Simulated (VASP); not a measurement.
Tc, 1 atom in the cell. Symmetry: Fm-3m, No. 225, cubic system. The conventional cell has a = 3.660 Å, b = 3.660 Å, c = 3.660 Å, α = 90.00°, β = 90.00°, γ = 90.00°. Within 3.4 Å of Tc (site symmetry m-3m) lie 12 Tc at 2.59 Å. This isn't the form of Tc at room conditions, which is hcp.

| Property | Result |
| --- | --- |
| Program | VASP 6.6.1 |
| Task | single point |
| Functional | PBEsol |
| Potentials or basis | VASP PAW PBE potentials, release 64 (Tc_pv) |
| Cutoff | 500 eV |
| k mesh | 10 × 10 × 10 |
| Occupations | fermi-dirac, width 0.05 eV |
| Spin | no spin polarisation |
| Dipole correction | no |
| Further INCAR settings | ALGO = Normal; EDIFF = 1e-06; NBANDS = 12 |

Potentials or basis: VASP PAW PBE potentials, release 64 (Tc_pv).

Launch:

```sh
$ cat potpaw_PBE.64/Tc_pv/POTCAR > POTCAR
$ mpirun -np 1 vasp_std > vasp.out
```

Hardware: 1 thread of Intel(R) Xeon(R) Platinum 8488C (Sapphire Rapids) (shared host).

Task: Estimate the wall time of this run.

Result: Wall time 3.9 s on 1 thread of Intel(R) Xeon(R) Platinum 8488C (Sapphire Rapids), with other jobs on the host, peak memory 0.12 GiB. Counts: scf iterations 10, k points 47.
